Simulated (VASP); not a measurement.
# Ta16O in VASP: further runs

The runs below take Ta16O through single point, with PBE.

All numbers are computed with VASP 6.6.1; they aren't measurements. Logs are shortened: lines on timing, memory, paths and dates and some standing lists are left out, and cuts for length are marked.

## Step 1: The cell of the first run

The cell holds a slab with vacuum, 17 atoms: a = 6.638 Å, b = 6.638 Å, c = 20.300 Å, α = 90.00°, β = 90.00°, γ = 90.00°.

## Step 2: Single point, PBE

INCAR reads:

```
PREC = Accurate
ENCUT = 520
EDIFF = 1E-6
ISMEAR = 0
SIGMA = 0.1
LREAL = Auto
LASPH = T
NELM = 80
ALGO = Normal
ISIF = 2
LWAVE = F
LCHARG = T
LDIPOL = T
IDIPOL = 3
DIPOL = 0.5 0.5 0.329
GGA = PE
LELF = T
LVHAR = T
LVACPOTAV = T
NBANDS = 105
```

KPOINTS reads:

```
regular mesh
0
Gamma
  4 4 1
```

POSCAR reads:

```
Ta16O
1.0
    6.6379342675      0.0000000000      0.0000000000
    0.0000000000      6.6379342675      0.0000000000
    0.0000000000      0.0000000000     20.2996557315
Ta O
16 1
Direct
    0.2500000000      0.2500000000      0.1970476767
    0.2500000000      0.7500000000      0.1970476767
    0.7500000000      0.2500000000      0.1970476767
    0.7500000000      0.7500000000      0.1970476767
    0.0000000000      0.0000000000      0.2787970221
    0.0000000000      0.5000000000      0.2787970221
    0.5000000000      0.0000000000      0.2787970221
    0.5000000000      0.5000000000      0.2787970221
    0.2500000000      0.2500000000      0.3599139031
    0.2500000000      0.7500000000      0.3599139031
    0.7500000000      0.2500000000      0.3599139031
    0.7500000000      0.7500000000      0.3599139031
    0.0000000000      0.0000000000      0.4334879294
    0.0000000000      0.5000000000      0.4334879294
    0.5000000000      0.0000000000      0.4334879294
    0.5000000000      0.5000000000      0.4334879294
    0.0000000000      0.0000000000      0.5212281747
```

Potentials or basis: VASP PAW PBE potentials, release 64 (Ta_pv, O).

Started as:

```console
> cat potpaw_PBE.64/Ta_pv/POTCAR potpaw_PBE.64/O/POTCAR > POTCAR
> mpirun -np 1 vasp_std > vasp.out
```

OUTCAR:

```text
PREC = Accurate
   ENCUT = 520
   EDIFF = 1E-6
   ISMEAR = 0
   LREAL = Auto
   LASPH = T
   NELM = 80
   ISIF = 2
   GGA = PE

 ion  position               nearest neighbor table
   1  0.250  0.250  0.197-   5 2.87   6 2.87   7 2.87   8 2.87   9 3.31   3 3.32   2 3.32   2 3.32
                             3 3.32
   2  0.250  0.750  0.197-   5 2.87   6 2.87   7 2.87   8 2.87  10 3.31   4 3.32   1 3.32   1 3.32
                             4 3.32
   3  0.750  0.250  0.197-   5 2.87   6 2.87   7 2.87   8 2.87  11 3.31   4 3.32   1 3.32   4 3.32
                             1 3.32
   4  0.750  0.750  0.197-   5 2.87   6 2.87   7 2.87   8 2.87  12 3.31   3 3.32   2 3.32   3 3.32
                             2 3.32
   5  0.000  0.000  0.279-   9 2.87  10 2.87  11 2.87  12 2.87   1 2.87   2 2.87   3 2.87   4 2.87
                            13 3.14   7 3.32   6 3.32   6 3.32   7 3.32
   6  0.000  0.500  0.279-   9 2.87  10 2.87  11 2.87  12 2.87   1 2.87   2 2.87   3 2.87   4 2.87
                            14 3.14   8 3.32   5 3.32   5 3.32   8 3.32
   7  0.500  0.000  0.279-   9 2.87  10 2.87  11 2.87  12 2.87   1 2.87   2 2.87   3 2.87   4 2.87
                            15 3.14   8 3.32   5 3.32   8 3.32   5 3.32
   8  0.500  0.500  0.279-   9 2.87  10 2.87  11 2.87  12 2.87   1 2.87   2 2.87   3 2.87   4 2.87
                            16 3.14   7 3.32   6 3.32   7 3.32   6 3.32
   9  0.250  0.250  0.360-  13 2.78  14 2.78  15 2.78  16 2.78   5 2.87   6 2.87   7 2.87   8 2.87
                             1 3.31  10 3.32  11 3.32  10 3.32  11 3.32
  10  0.250  0.750  0.360-  13 2.78  14 2.78  15 2.78  16 2.78   5 2.87   6 2.87   7 2.87   8 2.87
                             2 3.31   9 3.32  12 3.32   9 3.32  12 3.32
  11  0.750  0.250  0.360-  13 2.78  14 2.78  15 2.78  16 2.78   5 2.87   6 2.87   7 2.87   8 2.87
                             3 3.31   9 3.32  12 3.32  12 3.32   9 3.32
  12  0.750  0.750  0.360-  13 2.78  14 2.78  15 2.78  16 2.78   5 2.87   6 2.87   7 2.87   8 2.87
                             4 3.31  10 3.32  11 3.32  11 3.32  10 3.32
  13  0.000  0.000  0.433-  17 1.78  10 2.78  11 2.78  12 2.78   9 2.78   5 3.14  15 3.32  14 3.32
                            14 3.32  15 3.32
  14  0.000  0.500  0.433-   9 2.78  10 2.78  11 2.78  12 2.78   6 3.14  13 3.32  16 3.32  13 3.32
                            16 3.32
  15  0.500  0.000  0.433-   9 2.78  10 2.78  11 2.78  12 2.78   7 3.14  13 3.32  16 3.32  16 3.32
                            13 3.32
  16  0.500  0.500  0.433-   9 2.78  10 2.78  11 2.78  12 2.78   8 3.14  14 3.32  15 3.32  15 3.32
                            14 3.32
  17  0.000  0.000  0.521-  13 1.78

  LATTYP: Found a simple tetragonal cell.
 ALAT       =     6.6379342675
 C/A-ratio  =     3.0581284649

  Lattice vectors:

 A1 = (   6.6379342675,   0.0000000000,   0.0000000000)
 A2 = (   0.0000000000,   6.6379342675,   0.0000000000)
 A3 = (   0.0000000000,   0.0000000000,  20.2996557315)

Analysis of symmetry for initial positions (statically):
=====================================================================
 Subroutine PRICEL returns:
 Original cell was already a primitive cell.

 Routine SETGRP: Setting up the symmetry group for a
 simple tetragonal supercell.

 Subroutine GETGRP returns: Found  8 space group operations
 (whereof  8 operations were pure point group operations)
 out of a pool of 16 trial point group operations.

The static configuration has the point symmetry C_4v.

Analysis of symmetry for dynamics (positions and initial velocities):
=====================================================================
 Subroutine PRICEL returns:
 Original cell was already a primitive cell.

 Routine SETGRP: Setting up the symmetry group for a
 simple tetragonal supercell.

 Subroutine GETGRP returns: Found  8 space group operations
 (whereof  8 operations were pure point group operations)
 out of a pool of 16 trial point group operations.

The dynamic configuration has the point symmetry C_4v.

 Subroutine INISYM returns: Found  8 space group operations
 (whereof  8 operations are pure point group operations),
 and found     1 'primitive' translations

----------------------------------------------------------------------------------------

                                     Primitive cell

  volume of cell :     894.4469

  direct lattice vectors                    reciprocal lattice vectors
     6.637934268  0.000000000  0.000000000     0.150649277  0.000000000  0.000000000
     0.000000000  6.637934268  0.000000000     0.000000000  0.150649277  0.000000000
     0.000000000  0.000000000 20.299655731     0.000000000  0.000000000  0.049261919

  length of vectors
     6.637934268  6.637934268 20.299655731     0.150649277  0.150649277  0.049261919

[... 55 lines left out ...]
     0.037662319  0.037662319  0.049261919

  Shift w.r.t. Gamma in fractional coordinates (k-lattice)
     0.000000000  0.000000000  0.000000000

 Subroutine IBZKPT returns following result:
 ===========================================

 Found      6 irreducible k-points:

 Following reciprocal coordinates:
            Coordinates               Weight
  0.000000  0.000000  0.000000      1.000000
  0.250000  0.000000  0.000000      4.000000
  0.500000  0.000000  0.000000      2.000000
  0.250000  0.250000  0.000000      4.000000
  0.500000  0.250000  0.000000      4.000000
  0.500000  0.500000  0.000000      1.000000
   k-points           NKPTS =      6   k-points in BZ     NKDIM =      6   number of bands    NBANDS=    105
   number of dos      NEDOS =    301   number of ions     NIONS =     17
   total plane-waves  NPLWV = 400000
   dimension x,y,z NGX =    50 NGY =   50 NGZ =  160
   dimension x,y,z NGXF=   100 NGYF=  100 NGZF=  320
   ions per type =              16   1
   NGX,Y,Z   is equivalent  to a cutoff of  12.52, 12.52, 13.10 a.u.
   NGXF,Y,Z  is equivalent  to a cutoff of  25.04, 25.04, 26.21 a.u.
 SYSTEM =  unknown system
   PREC   = accura    normal or accurate (medium, high low for compatibility)
   ISTART =      0    job   : 0-new  1-cont  2-samecut
   ICHARG =      2    charge: 1-file 2-atom 10-const
   ISPIN  =      1    spin polarized calculation?
   LNONCOLLINEAR =      F non collinear calculations
   LSORBIT =      F    spin-orbit coupling
   LASPH  =      T    aspherical Exc in radial PAW
   ENCUT  =  520.0 eV  38.22 Ry    6.18 a.u.  12.34 12.34 37.74*2*pi/ulx,y,z
   NELM   =     80;   NELMIN=  2; NELMDL= -5     # of ELM steps
   EDIFF  = 0.1E-05   stopping-criterion for ELM
   LREAL  =      T    real-space projection
   EDIFFG = 0.1E-04   stopping-criterion for IOM
   NSW    =      0    number of steps for IOM
   IBRION =     -1    ionic relax: 0-MD 1-quasi-New 2-CG
   NFREE  =      0    steps in history (QN), initial steepest desc. (CG)
   ISIF   =      2    stress and relaxation
   ISYM   =      2    0-nonsym 1-usesym 2-fastsym
   POTIM  = 0.5000    time-step for ionic-motion
   TEBEG  =    0.0;   TEEND  =   0.0 temperature during run
   PSTRESS=    0.0 pullay stress
   NELECT =     182.0000    total number of electrons
   NUPDOWN=      -1.0000    fix difference up-down
   EMIN   =  10.00;   EMAX   =-10.00  energy-range for DOS
   EFERMI =   0.00;   METHOD = LEGACY
   ISMEAR =     0;   SIGMA  =   0.10  broadening in eV -4-tet -1-fermi 0-gaus
   EFERMI_NEDOS =   21; number of points for ismear=-14 and -15
   IALGO  =     38    algorithm
   IMIX   =      4    mixing-type and parameters
     AMIX     =   0.40;   BMIX     =  1.00
     AMIX_MAG =   1.60;   BMIX_MAG =  1.00
  volume/ion in A,a.u.               =      52.61       355.06
  Fermi-wavevector in a.u.,A,eV,Ry     =   0.962898  1.819614 12.614957  0.927173
  Thomas-Fermi vector in A             =   2.092397
   LORBIT       =      0    0 simple, 1 ext, 2 COOP (PROOUT), +10 PAW based schemes
   GGA     = PE    functional components
   LHFCALC =     F    Hartree Fock is set to
   AEXX    =    0.0000 exact exchange contribution
   IVDW    =     0    specifies the selected vdW correction
   LEPSILON=     F    determine dielectric tensor
   LRPA    =     F    only Hartree local field effects (RPA)
 non-spin polarized calculation
 Gauss-broadening in eV      SIGMA  =   0.10
  energy-cutoff  :      520.00
  volume of cell :      894.45
 maximum number of plane-waves:     24163
 NGX is ok and might be reduce to    50
   NGX = 25   NGY = 25   NGZ = 75

 dipolmoment           0.000000      0.000000     -2.244675 electrons x Angstroem

 number of electron     181.9999951 magnetization

 dipolmoment           0.000000      0.000000      0.169872 electrons x Angstroem

 Free energy of the ion-electron system (eV)
  ---------------------------------------------------
  ext. energy  EPLUGINS =         0.00000000
  ---------------------------------------------------
  free energy    TOTEN  =      -182.18006881 eV

  energy without entropy =     -182.12156398  energy(sigma->0) =     -182.15081640

 E-fermi :  -0.7829     XC(G=0):  -5.2944

 val. band max:       -0.8657036075   @ k =   0.5000   0.0000   0.0000
 cond. band min:      -0.7676975826   @ k =   0.0000   0.0000   0.0000
 fundamental gap:      0.0980060249
 Fermi energy:        -0.7829314185

 k-point     1 :       0.0000    0.0000    0.0000
  band No.  band energies     occupation
      1     -35.8108      2.00000
      2     -35.8020      2.00000
      3     -35.7965      2.00000
      4     -35.7965      2.00000
      5     -35.7869      2.00000
      6     -35.7869      2.00000
[... 625 lines left out ...]
    102      -0.1707      0.00000
    103      -0.0546      0.00000
 [bands above 103 left out]

------------------------ aborting loop because EDIFF is reached ----------------------------------------

  FORCE on cell =-STRESS in cart. coord.  units (eV):
  Direction    XX          YY          ZZ          XY          YZ          ZX
  --------------------------------------------------------------------------------------
  -------------------------------------------------------------------------------------
  Total      -16.2411107    -16.2411107     -0.3145461      0.0000000      0.0000000      0.0000000
  in kB      -29.0918769    -29.0918769     -0.5634305      0.0000000      0.0000000      0.0000000
  external PRESSURE =     -19.5823947 kB  Pullay stress =       0.0000000 kB

 VOLUME and BASIS-vectors are now :
 -----------------------------------------------------------------------------
  energy-cutoff  :      520.00
  volume of cell :      894.45
      direct lattice vectors                 reciprocal lattice vectors
     6.637934268  0.000000000  0.000000000     0.150649277  0.000000000  0.000000000
     0.000000000  6.637934268  0.000000000     0.000000000  0.150649277  0.000000000
     0.000000000  0.000000000 20.299655731     0.000000000  0.000000000  0.049261919

 POSITION                                       TOTAL-FORCE (eV/Angst)
 -----------------------------------------------------------------------------------
      1.65948      1.65948      4.00000        -0.014240     -0.014240      0.793468
      1.65948      4.97845      4.00000        -0.014240      0.014240      0.793468
      4.97845      1.65948      4.00000         0.014240     -0.014240      0.793468
      4.97845      4.97845      4.00000         0.014240      0.014240      0.793468
      0.00000      0.00000      5.65948         0.000000      0.000000     -1.433762
      0.00000      3.31897      5.65948         0.000000      0.000000     -0.774754
[... 9 lines left out ...]
      3.31897      3.31897      8.79966         0.000000      0.000000     -0.440634
      0.00000      0.00000     10.58075         0.000000      0.000000      0.342065
 -----------------------------------------------------------------------------------
    total drift:                                0.000000     -0.000000      0.005115

  FREE ENERGIE OF THE ION-ELECTRON SYSTEM (eV)
  ---------------------------------------------------
  free  energy   TOTEN  =      -182.1800688107 eV

  energy  without entropy=     -182.1215639799  energy(sigma->0) =     -182.15081640

 vacuum level on the upper side and lower side of the slab         3.929         3.230
```

Run time: 15 min. Hardware: 1 thread of Intel Xeon 6975P-C (Granite Rapids), shared host; peak memory 0.96 GiB.

Results:

```yaml
Free_energy: -182.1801 eV
Largest_force: 2.583 eV/Å
Band_gap_on_the_k_mesh: zero (bands 91 and 92 overlap by 0.77 eV)
```

Forces in eV/Å, atoms in the order of the input:
```
Ta  -0.014 -0.014  0.793
Ta  -0.014  0.014  0.793
Ta   0.014 -0.014  0.793
Ta   0.014  0.014  0.793
Ta   0.000  0.000 -1.434
Ta   0.000  0.000 -0.775
Ta   0.000  0.000 -0.775
Ta   0.000  0.000 -0.718
Ta   0.468  0.468 -0.467
Ta   0.468 -0.468 -0.467
Ta  -0.468  0.468 -0.467
Ta  -0.468 -0.468 -0.467
Ta   0.000  0.000  2.583
Ta   0.000  0.000 -0.045
Ta   0.000  0.000 -0.045
Ta   0.000  0.000 -0.441
O    0.000  0.000  0.342
```

Caveat: spin-orbit coupling is left out, which moves the levels of the heavy elements.

## Step 3: Single point, PBE

INCAR reads:

```
SYSTEM = Ta16O
PREC = Accurate
ENCUT = 520
EDIFF = 1E-6
ISMEAR = 0
SIGMA = 0.1
LREAL = Auto
LASPH = .TRUE.
NELM = 80
ALGO = Normal
ISIF = 2
LWAVE = .FALSE.
LCHARG = .FALSE.
LDIPOL = .TRUE.
IDIPOL = 3
DIPOL = 0.5 0.5 0.326
GGA = PE
NBANDS = 105
```

KPOINTS reads:

```
regular mesh
0
G
  4 4 1
  0 0 0
```

Changes to POSCAR since step 2:

```diff
@@ -24,2 +24,2 @@
     0.5000000000      0.5000000000      0.4334879294
-    0.0000000000      0.0000000000      0.5212281747
+    0.2500000000      0.2500000000      0.4665073669
```

Potentials or basis: VASP PAW PBE potentials, release 64 (Ta_pv, O).

Started as:

```console
> cat potpaw_PBE.64/Ta_pv/POTCAR potpaw_PBE.64/O/POTCAR > POTCAR
> mpirun -np 1 vasp_std > vasp.out
```

OUTCAR:

```text
SYSTEM = Ta16O
   PREC = Accurate
   ENCUT = 520
   EDIFF = 1E-6
   ISMEAR = 0
   LREAL = Auto
   LASPH = .TRUE.
   NELM = 80
   ISIF = 2
   GGA = PE

 ion  position               nearest neighbor table
   1  0.250  0.250  0.197-   5 2.87   6 2.87   7 2.87   8 2.87   9 3.31   3 3.32   2 3.32   2 3.32
                             3 3.32
   2  0.250  0.750  0.197-   5 2.87   6 2.87   7 2.87   8 2.87  10 3.31   4 3.32   1 3.32   1 3.32
                             4 3.32
   3  0.750  0.250  0.197-   5 2.87   6 2.87   7 2.87   8 2.87  11 3.31   4 3.32   1 3.32   4 3.32
                             1 3.32
   4  0.750  0.750  0.197-   5 2.87   6 2.87   7 2.87   8 2.87  12 3.31   3 3.32   2 3.32   3 3.32
                             2 3.32
[... 882 lines left out ...]
  external PRESSURE =     -27.0928122 kB  Pullay stress =       0.0000000 kB

 VOLUME and BASIS-vectors are now :
 -----------------------------------------------------------------------------
  energy-cutoff  :      520.00
  volume of cell :      894.45
      direct lattice vectors                 reciprocal lattice vectors
     6.637934268  0.000000000  0.000000000     0.150649277  0.000000000  0.000000000
     0.000000000  6.637934268  0.000000000     0.000000000  0.150649277  0.000000000
     0.000000000  0.000000000 20.299655731     0.000000000  0.000000000  0.049261919

 POSITION                                       TOTAL-FORCE (eV/Angst)
 -----------------------------------------------------------------------------------
      1.65948      1.65948      4.00000         0.000000     -0.000000      0.976182
      1.65948      4.97845      4.00000        -0.000000     -0.000000      0.821046
      4.97845      1.65948      4.00000        -0.000000     -0.000000      0.821046
      4.97845      4.97845      4.00000        -0.000000     -0.000000      0.873731
      0.00000      0.00000      5.65948        -0.004784     -0.004784     -0.884439
      0.00000      3.31897      5.65948        -0.004784      0.004784     -0.884439
[... 9 lines left out ...]
      3.31897      3.31897      8.79966        -0.242743     -0.242743      0.527795
      1.65948      1.65948      9.46994         0.000000      0.000000      0.054627
 -----------------------------------------------------------------------------------
    total drift:                                0.000000      0.000000      0.009271

  FREE ENERGIE OF THE ION-ELECTRON SYSTEM (eV)
  ---------------------------------------------------
  free  energy   TOTEN  =      -183.1561057646 eV

  energy  without entropy=     -183.0801749425  energy(sigma->0) =     -183.11814035

 vacuum level on the upper side and lower side of the slab         3.037         3.488
```

stdout:

```text
POSCAR found type information on POSCAR TaO
 POSCAR found :  2 types and      17 ions
 scaLAPACK will be used
 LDA part: xc-table for (Slater+PW92), standard interpolation
 POSCAR, INCAR and KPOINTS ok, starting setup
 FFT: planning ... GRIDC
 FFT: planning ... GRID_SOFT
 FFT: planning ... GRID
 WAVECAR not read
 entering main loop
```

It took 15 min on 1 thread of Intel Xeon 6975P-C (Granite Rapids), shared host; peak memory 0.96 GiB.

What came out:

- Free energy: -183.1561 eV
- Largest force: 2.379 eV/Å
- Band gap on the k mesh: zero (bands 91 and 92 overlap by 0.34 eV)

Forces on the atoms (eV/Å):
```
Ta   0.000  0.000  0.976
Ta   0.000  0.000  0.821
Ta   0.000  0.000  0.821
Ta   0.000  0.000  0.874
Ta  -0.005 -0.005 -0.884
Ta  -0.005  0.005 -0.884
Ta   0.005 -0.005 -0.884
Ta   0.005  0.005 -0.884
Ta   0.000  0.000 -2.379
Ta   0.000  0.000  0.140
Ta   0.000  0.000  0.140
Ta   0.000  0.000 -0.022
Ta   0.243  0.243  0.528
Ta   0.243 -0.243  0.528
Ta  -0.243  0.243  0.528
Ta  -0.243 -0.243  0.528
O    0.000  0.000  0.055
```

Caveat: spin-orbit coupling is left out, which moves the levels of the heavy elements.
